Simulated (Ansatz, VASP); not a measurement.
# One calculation of BeS, two programs

Contents of INCAR:

```
SYSTEM = BeS
ALGO = Normal
EDIFF = 1E-6
ENCUT = 520
GGA = PS
ISIF = 2
ISMEAR = 0
LASPH = .TRUE.
LCHARG = .FALSE.
LREAL = .FALSE.
LWAVE = .FALSE.
NBANDS = 11
NELM = 60
PREC = Accurate
SIGMA = 0.05
```

KPOINTS

```
k-points
0
G
  10 10 10
  0 0 0
```

POSCAR

```
BeS
1.0
    0.0000000000      2.2746684143      2.4644294846
    2.4644294846      0.0000000000      2.4644294846
    2.4644294846      2.2746684143      0.0000000000
Be S
1 1
Direct
    0.0000000000      0.0000000000      0.0000000000
    0.7500000000      0.7500000000      0.7500000000
```

Input for Ansatz:

```yaml
crystal:
  lattice:
    - [0.0, 2.2746684143, 2.4644294846]
    - [2.4644294846, 0.0, 2.4644294846]
    - [2.4644294846, 2.2746684143, 0.0]
  atoms:
    - { symbol: Be, position: [0.0, 0.0, 0.0] }
    - { symbol: S, position: [0.75, 0.75, 0.75] }
basis:
  ecutwfc: 520.0
kpoints:
  mp_grid: { grid: [10, 10, 10] }
hamiltonian:
  xc: pbesol
scf:
  occupations: { method: gaussian, width: 0.05 }
output:
  forces: true
  stress: true
  eigenvalues: true
```

Alike in both runs: task single point; functional PBEsol; k mesh 10 × 10 × 10; occupations gaussian, width 0.05 eV; no spin polarisation.

|  | VASP | Ansatz |
| --- | --- | --- |
| version | VASP 6.6.1 | Ansatz 0.2.0 |
| potentials or method | VASP PAW PBE potentials, release 64 (Be, S), cutoff 520 eV | scalar-relativistic, plane waves, PAW |
| valence electrons in the cell | 8 | 8 |

|  | VASP | Ansatz | Ansatz less VASP |
| --- | --- | --- | --- |
| gap on the k mesh at the Fermi level (eV) | 2.22 | 2.21 | -0.004 |
| least direct gap on the mesh (eV) | 5.33 | 5.30 | -0.030 |
| pressure (GPa) | 2.5 | 2.4 | -0.17 |
| traceless stress, the component that is largest in VASP (GPa) | 4.36 | 4.39 | +0.027 |

VASP's potentials were made for PBE, not for PBEsol. The functional is the same, so the differences come from potentials, cutoffs and numerics.
